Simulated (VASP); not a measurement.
# SnSe (I4/mmm) in VASP: further runs

The runs below take SnSe through single point, with r2SCAN.

All numbers are computed with VASP 6.6.1; they aren't measurements. Logs are shortened: lines on timing, memory, paths and dates and some standing lists are left out, and cuts for length are marked.

## Step 1: The cell of the first run

Symmetry: I4/mmm, No. 139, tetragonal system. Conventional cell: a = 4.044 Å, b = 4.044 Å, c = 6.321 Å, α = 90.00°, β = 90.00°, γ = 90.00°. Sn (site symmetry 4/mmm) has 6 Se at 2.86 to 3.16 Å within 3.8 Å. Se (site symmetry 4/mmm) has 6 Sn at 2.86 to 3.16 Å within 3.8 Å.

## Step 2: Single point, r2SCAN (strain -0.050 along x and y, +0.050 along z)

POSCAR reads:

```
SnSe
1.0
    0.0000000000      2.8595000000      3.1605000000
    2.8595000000      0.0000000000      3.1605000000
    2.8595000000      2.8595000000      0.0000000000
Sn Se
1 1
Direct
    0.0000000000      0.0000000000      0.0000000000
    0.5000000000      0.5000000000      0.5000000000
```

INCAR.step1 reads:

```
SYSTEM = SnSe
ALGO = Normal
EDIFF = 1E-4
ENCUT = 520
GGA = PE
ISMEAR = 0
LASPH = .TRUE.
LCHARG = .FALSE.
LREAL = .FALSE.
LWAVE = .TRUE.
NBANDS = 17
NELM = 100
PREC = Accurate
SIGMA = 0.05
```

INCAR.step2 reads:

```
SYSTEM = SnSe
ALGO = Normal
EDIFF = 1E-6
ENCUT = 520
ISIF = 2
ISMEAR = 0
ISTART = 1
LASPH = .TRUE.
LCHARG = .FALSE.
LMIXTAU = .TRUE.
LREAL = .FALSE.
LWAVE = .FALSE.
METAGGA = R2SCAN
NBANDS = 17
NELM = 100
PREC = Accurate
SIGMA = 0.05
```

KPOINTS reads:

```
k-points
0
G
  10 10 10
  0 0 0
```

Potentials or basis: VASP PAW PBE potentials, release 64 (Sn_d, Se).

Command:

```
> cat potpaw_PBE.64/Sn_d/POTCAR potpaw_PBE.64/Se/POTCAR > POTCAR
> cp INCAR.step1 INCAR
> mpirun -np 1 vasp_std > vasp.out
> cp INCAR.step2 INCAR
> mpirun -np 1 vasp_std > vasp.out
```

OUTCAR:

```text
SYSTEM = SnSe
   EDIFF = 1E-6
   ENCUT = 520
   ISIF = 2
   ISMEAR = 0
   ISTART = 1
   LASPH = .TRUE.
   LREAL = .FALSE.
   METAGGA = R2SCAN
   NELM = 100
   PREC = Accurate

 ion  position               nearest neighbor table
   1  0.000  0.000  0.000-   2 2.86   2 2.86   2 2.86   2 2.86   2 3.16   2 3.16
   2  0.500  0.500  0.500-   1 2.86   1 2.86   1 2.86   1 2.86   1 3.16   1 3.16

  LATTYP: Found a body centered tetragonal cell.
 ALAT       =     4.0439436816
 C/A-ratio  =     1.5630781479

  Lattice vectors:

 A1 = (  -2.8595000000,   0.0000000000,   3.1605000000)
 A2 = (   2.8595000000,   0.0000000000,   3.1605000000)
 A3 = (   0.0000000000,   2.8595000000,  -3.1605000000)

Analysis of symmetry for initial positions (statically):
=====================================================================
 Subroutine PRICEL returns:
 Original cell was already a primitive cell.

 Routine SETGRP: Setting up the symmetry group for a
 body centered tetragonal supercell.

 Subroutine GETGRP returns: Found 16 space group operations
 (whereof 16 operations were pure point group operations)
 out of a pool of 16 trial point group operations.

The static configuration has the point symmetry D_4h.

Analysis of symmetry for dynamics (positions and initial velocities):
=====================================================================
 Subroutine PRICEL returns:
 Original cell was already a primitive cell.

 Routine SETGRP: Setting up the symmetry group for a
 body centered tetragonal supercell.

 Subroutine GETGRP returns: Found 16 space group operations
 (whereof 16 operations were pure point group operations)
 out of a pool of 16 trial point group operations.

The dynamic configuration has the point symmetry D_4h.

 Subroutine INISYM returns: Found 16 space group operations
 (whereof 16 operations are pure point group operations),
 and found     1 'primitive' translations

----------------------------------------------------------------------------------------

                                     Primitive cell

  volume of cell :      51.6852

  direct lattice vectors                    reciprocal lattice vectors
     0.000000000  2.859500000  3.160500000    -0.174855744  0.174855744  0.158202816
     2.859500000  0.000000000  3.160500000     0.174855744 -0.174855744  0.158202816
     2.859500000  2.859500000  0.000000000     0.174855744  0.174855744 -0.158202816

  length of vectors
     4.262100480  4.262100480  4.043943682     0.293559523  0.293559523  0.293559523

  position of ions in fractional coordinates (direct lattice)
     0.000000000  0.000000000  0.000000000
     0.500000000  0.500000000  0.500000000

  ion indices of the primitive-cell ions
   primitive index   ion index
                 1           1
                 2           2

----------------------------------------------------------------------------------------

 KPOINTS: k-points

Automatic generation of k-mesh.
 Grid dimensions read from file:
 generate k-points for:   10   10   10

 Generating k-lattice:

  Cartesian coordinates                     Fractional coordinates (reciprocal lattice)
    -0.017485574  0.017485574  0.015820282     0.100000000  0.000000000  0.000000000
     0.017485574 -0.017485574  0.015820282     0.000000000  0.100000000  0.000000000
     0.017485574  0.017485574 -0.015820282     0.000000000  0.000000000  0.100000000

  Length of vectors
     0.029355952  0.029355952  0.029355952

  Shift w.r.t. Gamma in fractional coordinates (k-lattice)
     0.000000000  0.000000000  0.000000000

 Subroutine IBZKPT returns following result:
 ===========================================

 Found    102 irreducible k-points:

 Following reciprocal coordinates:
            Coordinates               Weight
  0.000000  0.000000  0.000000      1.000000
  0.100000  0.000000  0.000000      8.000000
  0.200000  0.000000  0.000000      8.000000
  0.300000  0.000000  0.000000      8.000000
  0.400000  0.000000  0.000000      8.000000
  0.500000  0.000000  0.000000      4.000000
[... 16 lines left out ...]
  0.300000  0.300000  0.000000      2.000000
  0.400000  0.300000  0.000000      8.000000
 [... further k-points ...]
   k-points           NKPTS =    102   k-points in BZ     NKDIM =    102   number of bands    NBANDS=     17
   number of dos      NEDOS =    301   number of ions     NIONS =      2
   total plane-waves  NPLWV =  30720
   dimension x,y,z NGX =    32 NGY =   32 NGZ =   30
   dimension x,y,z NGXF=    64 NGYF=   64 NGZF=   60
   ions per type =               1   1
   NGX,Y,Z   is equivalent  to a cutoff of  12.48, 12.48, 12.33 a.u.
   NGXF,Y,Z  is equivalent  to a cutoff of  24.96, 24.96, 24.67 a.u.
 SYSTEM =  SnSe
   PREC   = accura    normal or accurate (medium, high low for compatibility)
   ISTART =      1    job   : 0-new  1-cont  2-samecut
   ICHARG =      0    charge: 1-file 2-atom 10-const
   ISPIN  =      1    spin polarized calculation?
   LNONCOLLINEAR =      F non collinear calculations
   LSORBIT =      F    spin-orbit coupling
   LASPH  =      T    aspherical Exc in radial PAW
   ENCUT  =  520.0 eV  38.22 Ry    6.18 a.u.   7.92  7.92  7.52*2*pi/ulx,y,z
   NELM   =    100;   NELMIN=  2; NELMDL=  0     # of ELM steps
   EDIFF  = 0.1E-05   stopping-criterion for ELM
   LREAL  =      F    real-space projection
   EDIFFG = 0.1E-04   stopping-criterion for IOM
   NSW    =      0    number of steps for IOM
   IBRION =     -1    ionic relax: 0-MD 1-quasi-New 2-CG
   NFREE  =      0    steps in history (QN), initial steepest desc. (CG)
   ISIF   =      2    stress and relaxation
   ISYM   =      2    0-nonsym 1-usesym 2-fastsym
   POTIM  = 0.5000    time-step for ionic-motion
   TEBEG  =    0.0;   TEEND  =   0.0 temperature during run
   PSTRESS=    0.0 pullay stress
   NELECT =      20.0000    total number of electrons
   NUPDOWN=      -1.0000    fix difference up-down
   EMIN   =  10.00;   EMAX   =-10.00  energy-range for DOS
   EFERMI =   0.00;   METHOD = LEGACY
   ISMEAR =     0;   SIGMA  =   0.05  broadening in eV -4-tet -1-fermi 0-gaus
   EFERMI_NEDOS =   21; number of points for ismear=-14 and -15
   IALGO  =     38    algorithm
   IMIX   =      4    mixing-type and parameters
     AMIX     =   0.40;   BMIX     =  1.00
     AMIX_MAG =   1.60;   BMIX_MAG =  1.00
  volume/ion in A,a.u.               =      25.84       174.39
  Fermi-wavevector in a.u.,A,eV,Ry     =   1.192970  2.254386 19.363502  1.423177
  Thomas-Fermi vector in A             =   2.328995
   LORBIT       =      0    0 simple, 1 ext, 2 COOP (PROOUT), +10 PAW based schemes
   METAGGA = R2SCAN    functional components
   LHFCALC =     F    Hartree Fock is set to
   AEXX    =    0.0000 exact exchange contribution
   IVDW    =     0    specifies the selected vdW correction
   LEPSILON=     F    determine dielectric tensor
   LRPA    =     F    only Hartree local field effects (RPA)
 non-spin polarized calculation
 Gauss-broadening in eV      SIGMA  =   0.05
  energy-cutoff  :      520.00
  volume of cell :       51.69
 maximum number of plane-waves:      1420
   NGX = 15   NGY = 15   NGZ = 15

 number of electron      20.0000001 magnetization

 Free energy of the ion-electron system (eV)
  ---------------------------------------------------
  ext. energy  EPLUGINS =         0.00000000
  ---------------------------------------------------
  free energy    TOTEN  =       -39.69746914 eV

  energy without entropy =      -39.69721570  energy(sigma->0) =      -39.69734242

 E-fermi :   6.6042     XC(G=0): -10.4388

 val. band max:        6.5625155486   @ k =  -0.4000   0.1000   0.0000
 cond. band min:       6.6591344970   @ k =  -0.4000   0.0000   0.1000
 fundamental gap:      0.0966189484
 Fermi energy:         6.6042132158

 k-point     1 :       0.0000    0.0000    0.0000
  band No.  band energies     occupation
      1     -16.2354      2.00000
      2     -16.2094      2.00000
      3     -16.2094      2.00000
      4     -16.1895      2.00000
      5     -16.1860      2.00000
      6      -8.8407      2.00000
[... 9 lines left out ...]
     16      12.6096      0.00000
     17      13.3129      0.00000

 k-point     2 :       0.1000    0.0000    0.0000
  band No.  band energies     occupation
      1     -16.2351      2.00000
      2     -16.2093      2.00000
      3     -16.2085      2.00000
      4     -16.1910      2.00000
      5     -16.1844      2.00000
      6      -8.7595      2.00000
[... 9 lines left out ...]
     16      12.8420      0.00000
     17      13.9746      0.00000

 k-point     3 :       0.2000    0.0000    0.0000
  band No.  band energies     occupation
      1     -16.2347      2.00000
      2     -16.2090      2.00000
      3     -16.2067      2.00000
      4     -16.1943      2.00000
      5     -16.1800      2.00000
      6      -8.5296      2.00000
[... 9 lines left out ...]
     16      13.4324      0.00000
     17      15.4682      0.00000

 k-point     4 :       0.3000    0.0000    0.0000
  band No.  band energies     occupation
      1     -16.2350      2.00000
      2     -16.2086      2.00000
      3     -16.2067      2.00000
      4     -16.1962      2.00000
      5     -16.1739      2.00000
      6      -8.2006      2.00000
[... 9 lines left out ...]
     16      14.3711      0.00000
     17      17.2654      0.00000
[... 343 lines left out ...]
      1     -16.2325      2.00000
      2     -16.2106      2.00000
      3     -16.2041      2.00000
      4     -16.2027      2.00000
      5     -16.1684      2.00000
      6      -8.0433      2.00000
[... 9 lines left out ...]
     16      14.7136      0.00000
     17      16.5281      0.00000

 k-point    23 :       0.3000    0.3000    0.0000
  band No.  band energies     occupation
      1     -16.2552      2.00000
      2     -16.1981      2.00000
      3     -16.1981      2.00000
      4     -16.1899      2.00000
      5     -16.1856      2.00000
      6      -8.1602      2.00000
[... 9 lines left out ...]
     16      16.4933      0.00000
     17      16.4934      0.00000

 k-point    24 :       0.4000    0.3000    0.0000
  band No.  band energies     occupation
      1     -16.2579      2.00000
      2     -16.1967      2.00000
      3     -16.1962      2.00000
      4     -16.1887      2.00000
      5     -16.1863      2.00000
      6      -7.9497      2.00000
[... 9 lines left out ...]
     16      17.2196      0.00000
     17      17.8905      0.00000

 [... further k-points ...]
[... 5 lines left out ...]
  --------------------------------------------------------------------------------------
  -------------------------------------------------------------------------------------
  Total        2.9254674      2.9254674     -1.2844128      0.0000000      0.0000000      0.0000000
  in kB       90.6859182     90.6859182    -39.8152294      0.0000000      0.0000000      0.0000000
  external PRESSURE =      47.1855357 kB  Pullay stress =       0.0000000 kB

 VOLUME and BASIS-vectors are now :
 -----------------------------------------------------------------------------
  energy-cutoff  :      520.00
  volume of cell :       51.69
      direct lattice vectors                 reciprocal lattice vectors
     0.000000000  2.859500000  3.160500000    -0.174855744  0.174855744  0.158202816
     2.859500000  0.000000000  3.160500000     0.174855744 -0.174855744  0.158202816
     2.859500000  2.859500000  0.000000000     0.174855744  0.174855744 -0.158202816

 POSITION                                       TOTAL-FORCE (eV/Angst)
 -----------------------------------------------------------------------------------
      0.00000      0.00000      0.00000        -0.000000      0.000000     -0.000000
      2.85950      2.85950      3.16050         0.000000     -0.000000      0.000000
 -----------------------------------------------------------------------------------
    total drift:                                0.000000     -0.000000     -0.000000

  FREE ENERGIE OF THE ION-ELECTRON SYSTEM (eV)
  ---------------------------------------------------
  free  energy   TOTEN  =       -39.6974691446 eV

  energy  without entropy=      -39.6972157043  energy(sigma->0) =      -39.69734242
```

Wall time 4.4 min (1 thread of Intel Xeon Platinum 8259CL at 2.50GHz (Skylake/Cascade Lake), shared host); peak memory 0.24 GiB.

What came out:

```
Free energy            : -39.6975 eV
Pressure               : 4.7 GPa
Band gap on the k mesh : 0.10 eV, indirect (least direct gap 0.31 eV)
```

Stress tensor (GPa, compression positive):
```
 9.07  0.00  0.00
 0.00  9.07  0.00
 0.00  0.00 -3.98
```

Caveat: the cell differs from its parent crystal (strain -0.050 along x and y, +0.050 along z); the PAW data sets were made with another functional, which shifts forces and pressure a little; spin-orbit coupling is left out, which moves the levels of the heavy elements.

## Step 3: Single point, r2SCAN (strain +0.050 along x and y, -0.050 along z)

POSCAR reads:

```
SnSe
1.0
    0.0000000000      3.1605000000      2.8595000000
    3.1605000000      0.0000000000      2.8595000000
    3.1605000000      3.1605000000      0.0000000000
Sn Se
1 1
Direct
    0.0000000000      0.0000000000      0.0000000000
    0.5000000000      0.5000000000      0.5000000000
```

INCAR.step1 reads:

```
  ALGO = Normal
  EDIFF = 1E-4
  ENCUT = 520
  GGA = PE
  ISMEAR = 0
  LASPH = T
  LCHARG = F
  LREAL = F
  LWAVE = T
  NBANDS = 17
  NELM = 100
  PREC = Accurate
  SIGMA = 0.05
```

INCAR.step2 reads:

```
  ALGO = Normal
  EDIFF = 1E-6
  ENCUT = 520
  ISIF = 2
  ISMEAR = 0
  ISTART = 1
  LASPH = T
  LCHARG = F
  LMIXTAU = T
  LREAL = F
  LWAVE = F
  METAGGA = R2SCAN
  NBANDS = 17
  NELM = 100
  PREC = Accurate
  SIGMA = 0.05
```

KPOINTS reads:

```
k-points
0
Gamma
  10 10 10
```

Potentials or basis: VASP PAW PBE potentials, release 64 (Sn_d, Se).

Command:

```
> cat potpaw_PBE.64/Sn_d/POTCAR potpaw_PBE.64/Se/POTCAR > POTCAR
> cp INCAR.step1 INCAR
> mpirun -np 1 vasp_std > vasp.out
> cp INCAR.step2 INCAR
> mpirun -np 1 vasp_std > vasp.out
```

Wall time 5.8 min (1 thread of Intel Xeon Platinum 8259CL at 2.50GHz (Skylake/Cascade Lake), shared host); peak memory 0.27 GiB.

The run converged. Its results:

```
Free energy            : -39.7218 eV
Pressure               : -0.9 GPa
Band gap on the k mesh : 0.44 eV, direct
```

Stress tensor (GPa, compression positive):
```
-4.90  0.00  0.00
 0.00 -4.90  0.00
 0.00  0.00  7.13
```

Levels at points of the mesh, in eV from the valence-band top:
```tsv
k point	band 8	band 9	band 10	band 11	band 12	band 13
(0.00, 0.00, 0.00)	-3.17	-2.13	-2.13	3.47	3.47	5.96
(0.50, 0.00, 0.00)	-2.28	-2.18	0.00	0.52	0.96	1.62
(0.50, 0.50, 0.00)	-5.77	-3.99	-3.99	3.09	4.94	4.94
(0.50, 0.00, 0.50)	-5.52	-4.35	-3.20	3.47	4.22	5.46
```

Caveat: the cell differs from its parent crystal (strain +0.050 along x and y, -0.050 along z); the PAW data sets were made with another functional, which shifts forces and pressure a little; spin-orbit coupling is left out, which moves the levels of the heavy elements.
